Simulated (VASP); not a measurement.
# Hf6F in VASP: further runs

Runs on Hf6F. Level: PBE. Tasks: relaxation of cell and atoms, single point.

Program: VASP 6.6.1. These are calculated values, not measurements. Logs are shortened: lines on timing, memory, paths and dates and some standing lists are left out, and cuts for length are marked.

**1. The cell of the first run**

Symmetry: P-31m, No. 162, trigonal system. The conventional cell has a = 5.450 Å, b = 5.450 Å, c = 5.000 Å, α = 90.00°, β = 90.00°, γ = 120.00°. Hf (site symmetry m) has 1 F at 2.24 Å and 12 Hf at 3.05 to 3.21 Å within 3.3 Å. Within 3.0 Å of F (site symmetry -3m) lie 6 Hf at 2.24 Å.

**2. Relaxation of cell and atoms, PBE (with an interstitial atom)**

File INCAR:

```
SYSTEM = Hf6F
PREC = Accurate
ENCUT = 600
EDIFF = 1E-6
ISMEAR = 0
SIGMA = 0.2
LREAL = .FALSE.
LASPH = .TRUE.
NELM = 80
ALGO = Normal
ISIF = 3
LWAVE = .FALSE.
LCHARG = .FALSE.
GGA = PE
IBRION = 2
NSW = 36
EDIFFG = -0.08
```

File KPOINTS:

```
Automatic mesh
0
G
  4 4 3
  0 0 0
```

File POSCAR:

```
Hf6F
1.0
    5.4500000000      0.0000000000      0.0000000000
   -2.7250000000      4.7198384500      0.0000000000
    0.0000000000      0.0000000000      5.0000000000
Hf F
6 1
Direct
    0.3400000000      0.3400000000      0.7500000000
    0.6600000000      0.6600000000      0.2500000000
    0.3400000000      0.0000000000      0.2500000000
    0.0000000000      0.6600000000      0.7500000000
    0.0000000000      0.3400000000      0.2500000000
    0.6600000000      0.0000000000      0.7500000000
    0.0000000000      0.0000000000      0.0000000000
```

Potentials or basis: VASP PAW PBE potentials, release 64 (Hf_pv, F).

The run is started by

```sh
cat potpaw_PBE.64/Hf_pv/POTCAR potpaw_PBE.64/F/POTCAR > POTCAR
mpirun -np 1 vasp_std > vasp.out
```

OUTCAR:

```text
SYSTEM = Hf6F
   PREC = Accurate
   ENCUT = 600
   EDIFF = 1E-6
   ISMEAR = 0
   LREAL = .FALSE.
   LASPH = .TRUE.
   NELM = 80
   ISIF = 3
   GGA = PE
   IBRION = 2
   NSW = 36
   EDIFFG = -0.08

 ion  position               nearest neighbor table
   1  0.340  0.340  0.750-   7 2.24   2 3.05   2 3.05   3 3.11   3 3.11   5 3.11   5 3.11   6 3.12
                             6 3.12   4 3.12   4 3.12   4 3.21   6 3.21
   2  0.660  0.660  0.250-   7 2.24   1 3.05   1 3.05   6 3.11   6 3.11   4 3.11   4 3.11   3 3.12
                             3 3.12   5 3.12   5 3.12   5 3.21   3 3.21
   3  0.340  0.000  0.250-   7 2.24   6 3.05   6 3.05   4 3.11   1 3.11   4 3.11   1 3.11   2 3.12
                             5 3.12   2 3.12   5 3.12   5 3.21   2 3.21
   4  0.000  0.660  0.750-   7 2.24   5 3.05   5 3.05   3 3.11   3 3.11   2 3.11   2 3.11   6 3.12
                             6 3.12   1 3.12   1 3.12   1 3.21   6 3.21
   5  0.000  0.340  0.250-   7 2.24   4 3.05   4 3.05   6 3.11   6 3.11   1 3.11   1 3.11   3 3.12
                             3 3.12   2 3.12   2 3.12   2 3.21   3 3.21
   6  0.660  0.000  0.750-   7 2.24   3 3.05   3 3.05   2 3.11   2 3.11   5 3.11   5 3.11   4 3.12
                             1 3.12   1 3.12   4 3.12   4 3.21   1 3.21
   7  0.000  0.000  0.000-   1 2.24   2 2.24   4 2.24   5 2.24   3 2.24   6 2.24

  LATTYP: Found a hexagonal cell.
 ALAT       =     5.4500000000
 C/A-ratio  =     0.9174311927

  Lattice vectors:

 A1 = (   5.4500000000,   0.0000000000,   0.0000000000)
 A2 = (  -2.7250000000,   4.7198384500,   0.0000000000)
 A3 = (   0.0000000000,   0.0000000000,   5.0000000000)

Analysis of symmetry for initial positions (statically):
=====================================================================
 Subroutine PRICEL returns:
 Original cell was already a primitive cell.

 Routine SETGRP: Setting up the symmetry group for a
 hexagonal supercell.

 Subroutine GETGRP returns: Found 12 space group operations
 (whereof 12 operations were pure point group operations)
 out of a pool of 24 trial point group operations.

The static configuration has the point symmetry D_3d.

Analysis of symmetry for dynamics (positions and initial velocities):
=====================================================================
 Subroutine PRICEL returns:
 Original cell was already a primitive cell.

 Routine SETGRP: Setting up the symmetry group for a
 hexagonal supercell.

 Subroutine GETGRP returns: Found 12 space group operations
 (whereof 12 operations were pure point group operations)
 out of a pool of 24 trial point group operations.

The dynamic configuration has the point symmetry D_3d.

 Subroutine INISYM returns: Found 12 space group operations
 (whereof 12 operations are pure point group operations),
 and found     1 'primitive' translations

----------------------------------------------------------------------------------------

                                     Primitive cell

  volume of cell :     128.6156

  direct lattice vectors                    reciprocal lattice vectors
     5.450000000  0.000000000  0.000000000     0.183486239  0.105935829  0.000000000
    -2.725000000  4.719838450  0.000000000     0.000000000  0.211871658  0.000000000
     0.000000000  0.000000000  5.000000000     0.000000000  0.000000000  0.200000000

  length of vectors
     5.450000000  5.449999999  5.000000000     0.211871658  0.211871658  0.200000000

  position of ions in fractional coordinates (direct lattice)
     0.340000000  0.340000000  0.750000000
     0.660000000  0.660000000  0.250000000
     0.340000000  0.000000000  0.250000000
     0.000000000  0.660000000  0.750000000
     0.000000000  0.340000000  0.250000000
     0.660000000  0.000000000  0.750000000
     0.000000000  0.000000000  0.000000000

  ion indices of the primitive-cell ions
   primitive index   ion index
                 1           1
                 2           2
                 3           3
                 4           4
                 5           5
                 6           6
                 7           7

----------------------------------------------------------------------------------------

 KPOINTS: Automatic mesh

Automatic generation of k-mesh.
 Grid dimensions read from file:
 generate k-points for:    4    4    3

 Generating k-lattice:

  Cartesian coordinates                     Fractional coordinates (reciprocal lattice)
     0.045871560  0.026483957  0.000000000     0.250000000  0.000000000  0.000000000
     0.000000000  0.052967915  0.000000000     0.000000000  0.250000000  0.000000000
     0.000000000  0.000000000  0.066666667     0.000000000  0.000000000  0.333333333

  Length of vectors
     0.052967915  0.052967915  0.066666667

  Shift w.r.t. Gamma in fractional coordinates (k-lattice)
     0.000000000  0.000000000  0.000000000

 Subroutine IBZKPT returns following result:
 ===========================================

 Found      9 irreducible k-points:

 Following reciprocal coordinates:
            Coordinates               Weight
  0.000000  0.000000  0.000000      1.000000
  0.250000  0.000000  0.000000      6.000000
  0.500000  0.000000  0.000000      3.000000
  0.250000  0.250000  0.000000      6.000000
  0.000000  0.000000  0.333333      2.000000
  0.250000  0.000000  0.333333     12.000000
  0.500000  0.000000  0.333333      6.000000
  0.250000  0.250000  0.333333      6.000000
 -0.250000  0.500000  0.333333      6.000000
   k-points           NKPTS =      9   k-points in BZ     NKDIM =      9   number of bands    NBANDS=     40
   number of dos      NEDOS =    301   number of ions     NIONS =      7
   total plane-waves  NPLWV =  92160
   dimension x,y,z NGX =    48 NGY =   48 NGZ =   40
   dimension x,y,z NGXF=    96 NGYF=   96 NGZF=   80
   ions per type =               6   1
   NGX,Y,Z   is equivalent  to a cutoff of  14.64, 14.64, 13.30 a.u.
   NGXF,Y,Z  is equivalent  to a cutoff of  29.28, 29.28, 26.60 a.u.
 SYSTEM =  Hf6F
   PREC   = accura    normal or accurate (medium, high low for compatibility)
   ISTART =      0    job   : 0-new  1-cont  2-samecut
   ICHARG =      2    charge: 1-file 2-atom 10-const
   ISPIN  =      1    spin polarized calculation?
   LNONCOLLINEAR =      F non collinear calculations
   LSORBIT =      F    spin-orbit coupling
   LASPH  =      T    aspherical Exc in radial PAW
   ENCUT  =  600.0 eV  44.10 Ry    6.64 a.u.  10.89 10.89  9.99*2*pi/ulx,y,z
   NELM   =     80;   NELMIN=  2; NELMDL= -5     # of ELM steps
   EDIFF  = 0.1E-05   stopping-criterion for ELM
   LREAL  =      F    real-space projection
   EDIFFG = -.8E-01   stopping-criterion for IOM
   NSW    =     36    number of steps for IOM
   IBRION =      2    ionic relax: 0-MD 1-quasi-New 2-CG
   NFREE  =      1    steps in history (QN), initial steepest desc. (CG)
   ISIF   =      3    stress and relaxation
   ISYM   =      2    0-nonsym 1-usesym 2-fastsym
   POTIM  = 0.5000    time-step for ionic-motion
   TEBEG  =    0.0;   TEEND  =   0.0 temperature during run
   PSTRESS=    0.0 pullay stress
   NELECT =      67.0000    total number of electrons
   NUPDOWN=      -1.0000    fix difference up-down
   EMIN   =  10.00;   EMAX   =-10.00  energy-range for DOS
   EFERMI =   0.00;   METHOD = LEGACY
   ISMEAR =     0;   SIGMA  =   0.20  broadening in eV -4-tet -1-fermi 0-gaus
   EFERMI_NEDOS =   21; number of points for ismear=-14 and -15
   IALGO  =     38    algorithm
   IMIX   =      4    mixing-type and parameters
     AMIX     =   0.40;   BMIX     =  1.00
     AMIX_MAG =   1.60;   BMIX_MAG =  1.00
  volume/ion in A,a.u.               =      18.37       123.99
  Fermi-wavevector in a.u.,A,eV,Ry     =   1.317251  2.489244 23.608153  1.735150
  Thomas-Fermi vector in A             =   2.447305
   LORBIT       =      0    0 simple, 1 ext, 2 COOP (PROOUT), +10 PAW based schemes
   GGA     = PE    functional components
   LHFCALC =     F    Hartree Fock is set to
   AEXX    =    0.0000 exact exchange contribution
   IVDW    =     0    specifies the selected vdW correction
   LEPSILON=     F    determine dielectric tensor
   LRPA    =     F    only Hartree local field effects (RPA)
 conjugate gradient relaxation of ions
 non-spin polarized calculation
 Gauss-broadening in eV      SIGMA  =   0.20
  energy-cutoff  :      600.00
  volume of cell :      128.62
 maximum number of plane-waves:      4307
 NGX is ok and might be reduce to    48
   NGX = 21   NGY = 21   NGZ = 19

--------------------------------------- Ionic step        1  -------------------------------------------

 number of electron      66.9999994 magnetization

 Free energy of the ion-electron system (eV)
  ---------------------------------------------------
  ext. energy  EPLUGINS =         0.00000000
  ---------------------------------------------------
  free energy    TOTEN  =       -64.23166809 eV

  energy without entropy =      -64.13154916  energy(sigma->0) =      -64.18160863

------------------------ aborting loop because EDIFF is reached ----------------------------------------

  FORCE on cell =-STRESS in cart. coord.  units (eV):
  Direction    XX          YY          ZZ          XY          YZ          ZX
  --------------------------------------------------------------------------------------
  -------------------------------------------------------------------------------------
  Total       10.5173122     10.5173122     10.4168399      0.0000000     -0.0000000      0.0000000
  in kB      131.0152068    131.0152068    129.7636135      0.0000000     -0.0000000      0.0000000
  external PRESSURE =     130.5980091 kB  Pullay stress =       0.0000000 kB

 VOLUME and BASIS-vectors are now :
 -----------------------------------------------------------------------------
  energy-cutoff  :      600.00
  volume of cell :      128.62
      direct lattice vectors                 reciprocal lattice vectors
     5.450000000  0.000000000  0.000000000     0.183486239  0.105935829  0.000000000
    -2.725000000  4.719838450  0.000000000     0.000000000  0.211871658  0.000000000
     0.000000000  0.000000000  5.000000000     0.000000000  0.000000000  0.200000000
[... 247 lines left out ...]
 POSITION                                       TOTAL-FORCE (eV/Angst)
 -----------------------------------------------------------------------------------
      0.97056      1.68105      3.80462        -0.041566     -0.071994     -0.014437
      1.84086      3.18847      1.36142         0.041566      0.071994      0.014437
      1.94111      0.00000      1.36142        -0.083132      0.000000      0.014437
     -1.84086      3.18847      3.80462        -0.041566      0.071994     -0.014437
      4.65228      1.68105      1.36142         0.041566     -0.071994      0.014437
      3.68173      0.00000      3.80462         0.083132     -0.000000     -0.014437
      0.00000      0.00000      0.00000        -0.000000      0.000000      0.000000
 -----------------------------------------------------------------------------------
    total drift:                               -0.000000      0.000000      0.000000

  FREE ENERGIE OF THE ION-ELECTRON SYSTEM (eV)
  ---------------------------------------------------
  free  energy   TOTEN  =       -64.9386601621 eV

  energy  without entropy=      -64.8532495664  energy(sigma->0) =      -64.89595486

--------------------------------------- Ionic step        8  -------------------------------------------

 number of electron      67.0000015 magnetization

 Free energy of the ion-electron system (eV)
  ---------------------------------------------------
  ext. energy  EPLUGINS =         0.00000000
  ---------------------------------------------------
  free energy    TOTEN  =       -64.93893317 eV

  energy without entropy =      -64.85352823  energy(sigma->0) =      -64.89623070

 E-fermi :   5.1566     XC(G=0): -11.2987

 val. band max:        5.0731166849   @ k =   0.2500   0.0000   0.3333
 cond. band min:       5.2234131565   @ k =  -0.2500   0.5000   0.3333
 fundamental gap:      0.1502964716
 Fermi energy:         5.1565615118

 k-point     1 :       0.0000    0.0000    0.0000
  band No.  band energies     occupation
      1     -26.3155      2.00000
      2     -25.8971      2.00000
      3     -25.8844      2.00000
      4     -25.8844      2.00000
      5     -25.8828      2.00000
      6     -25.7773      2.00000
[... 398 lines left out ...]
 POSITION                                       TOTAL-FORCE (eV/Angst)
 -----------------------------------------------------------------------------------
      0.97028      1.68058      3.80782        -0.037562     -0.065059      0.000336
      1.84139      3.18938      1.36511         0.037562      0.065059     -0.000336
      1.94057      0.00000      1.36511        -0.075124     -0.000000     -0.000336
     -1.84139      3.18938      3.80782        -0.037562      0.065059      0.000336
      4.65306      1.68058      1.36511         0.037562     -0.065059     -0.000336
      3.68278      0.00000      3.80782         0.075124     -0.000000      0.000336
      0.00000      0.00000      0.00000         0.000000     -0.000000      0.000000
 -----------------------------------------------------------------------------------
    total drift:                                0.000000     -0.000000     -0.000000

  FREE ENERGIE OF THE ION-ELECTRON SYSTEM (eV)
  ---------------------------------------------------
  free  energy   TOTEN  =       -64.9389331681 eV

  energy  without entropy=      -64.8535282272  energy(sigma->0) =      -64.89623070

 reached required accuracy - stopping structural energy minimisation
```

Run time: 3.1 min. Hardware: 1 thread of Intel Xeon 6975P-C (Granite Rapids), shared host; peak memory 0.32 GiB.

Results:

- Free energy: -64.9389 eV
- Relaxed volume: 20.24 Å³/atom
- Relaxed cell: a = 5.623 Å, b = 5.623 Å, c = 5.173 Å, α = 90.00°, β = 90.00°, γ = 120.00°
- Space group after relaxing (to 0.1 Å): P-31m (No. 162)
- Energy gained by relaxing: 101.0 meV/atom
- Ionic steps: 8
- Pressure after relaxing: -0.5 GPa
- Largest force after relaxing: 0.075 eV/Å
- Band gap on the k mesh: zero (an odd number of electrons rules out a gap without spin polarisation)

Forces in eV/Å, atoms in the order of the input:
```
Hf  -0.038 -0.065  0.000
Hf   0.038  0.065  0.000
Hf  -0.075  0.000  0.000
Hf  -0.038  0.065  0.000
Hf   0.038 -0.065  0.000
Hf   0.075  0.000  0.000
F    0.000  0.000  0.000
```

Stress tensor (GPa, compression positive):
```
-0.59  0.00  0.00
 0.00 -0.59  0.00
 0.00  0.00 -0.18
```

Step by step:
```
step  energy change (eV)  largest force (eV/Å)  pressure (GPa)  volume (Å³)
   1              0.0000                1.2868           13.06       128.62
   2             -0.0211                0.3245          -11.01       158.56
   3             -0.6243                0.5564           -1.41       142.58
   4             -0.6248                0.5681           -1.11       142.20
   5             -0.6920                0.2285            0.05       140.86
   6             -0.6976                0.1537            0.55       140.37
   7             -0.7070                0.0844           -0.29       141.45
   8             -0.7073                0.0751           -0.45       141.66
```

Final structure:
```
Hf F
1.0
     5.62335    0.00000    0.00000
    -2.81167    4.86996    0.00000
     0.00000    0.00000    5.17294
Hf F
6 1
Direct
  0.34509 0.34509 0.73610
  0.65491 0.65491 0.26390
  0.34509 0.00000 0.26390
  0.00000 0.65491 0.73610
  0.00000 0.34509 0.26390
  0.65491 0.00000 0.73610
  0.00000 0.00000 0.00000
```

Caveat: the k points lie up to 0.40 Å⁻¹ apart in the final cell, too coarse for converged energies and pressures of a metal; the cell differs from its parent crystal (with an interstitial atom); spin-orbit coupling is left out, which moves the levels of the heavy elements; an odd number of electrons without spin polarisation forces a metal; a magnetic or distorted state may lie lower; the relaxation stopped at a loose force limit of 0.08 eV/Å, so its end isn't a converged minimum.

**3. Single point, PBE**

This run uses another cell than the first one, of 20.23 Å³/atom.

File INCAR:

```
SYSTEM = Hf6F
PREC = Accurate ; ENCUT = 520
EDIFF = 1E-6 ; ISMEAR = 0
SIGMA = 0.2 ; LREAL = .FALSE.
LASPH = .TRUE. ; NELM = 100
ALGO = Normal ; ISIF = 2
LWAVE = .FALSE. ; LCHARG = .FALSE.
GGA = PE ; NBANDS = 42
```

File KPOINTS:

```
Automatic mesh
0
G
  4 6 6
  0 0 0
```

File POSCAR:

```
Hf6F
1.0
    0.0005511558      0.0020576721      5.1897454877
    5.6151340915      0.0010594017      0.0005542070
   -2.8066735920      4.8587455982      0.0019107729
Hf F
6 1
Direct
    0.7368194476      0.3436498794      0.3440682762
    0.2631455047      0.6560404263      0.6557216636
    0.2628914392      0.3439814666     -0.0003484853
    0.7368391469     -0.0000998068      0.6564149858
    0.2631667869      1.0002522143      0.3438442747
    0.7370297774      0.6562291388      0.0001961744
    0.0001078972      0.9999466816      0.0001031105
```

Potentials or basis: VASP PAW PBE potentials, release 64 (Hf_pv, F).

The run is started by

```sh
cat potpaw_PBE.64/Hf_pv/POTCAR potpaw_PBE.64/F/POTCAR > POTCAR
mpirun -np 1 vasp_std > vasp.out
```

Wall time 2.7 min (1 thread of Intel Xeon 6975P-C (Granite Rapids), shared host); peak memory 0.47 GiB.

It converged, with:

```
Free energy            : -64.9775 eV
Pressure               : -0.7 GPa
Largest force          : 0.041 eV/Å
Band gap on the k mesh : zero (an odd number of electrons rules out a gap without spin polarisation)
```

Forces on the atoms (eV/Å):
```
Hf  -0.006 -0.026  0.015
Hf   0.020  0.032 -0.014
Hf  -0.031  0.008 -0.003
Hf  -0.011  0.017  0.009
Hf   0.008 -0.029 -0.008
Hf   0.016  0.001  0.004
F    0.003 -0.002 -0.001
```

Stress tensor (GPa, compression positive):
```
-0.65  0.01 -0.02
 0.01 -0.60 -0.05
-0.02 -0.05 -0.86
```

Levels at points of the mesh, in eV from the Fermi level:
```
           k point  band 31  band 32  band 33  band 34  band 35  band 36
(0.00, 0.00, 0.00)    -1.40    -0.43     0.23     0.25     0.59     0.61
(0.50, 0.00, 0.00)    -1.16    -0.77    -0.53    -0.52    -0.11    -0.10
(0.00, 0.50, 0.00)    -1.36    -0.96    -0.83     0.12     0.67     0.74
(0.50, 0.50, 0.00)    -1.03    -0.90    -0.83    -0.61     0.06     0.39
(0.00, 0.00, 0.50)    -1.36    -0.96    -0.83     0.12     0.67     0.72
(0.50, 0.00, 0.50)    -1.03    -0.91    -0.83    -0.61     0.07     0.39
(0.00, 0.50, 0.50)    -1.36    -0.96    -0.83     0.12     0.67     0.73
(0.50, 0.50, 0.50)    -1.04    -0.90    -0.83    -0.61     0.07     0.38
```

Caveat: spin-orbit coupling is left out, which moves the levels of the heavy elements; an odd number of electrons without spin polarisation forces a metal; a magnetic or distorted state may lie lower.
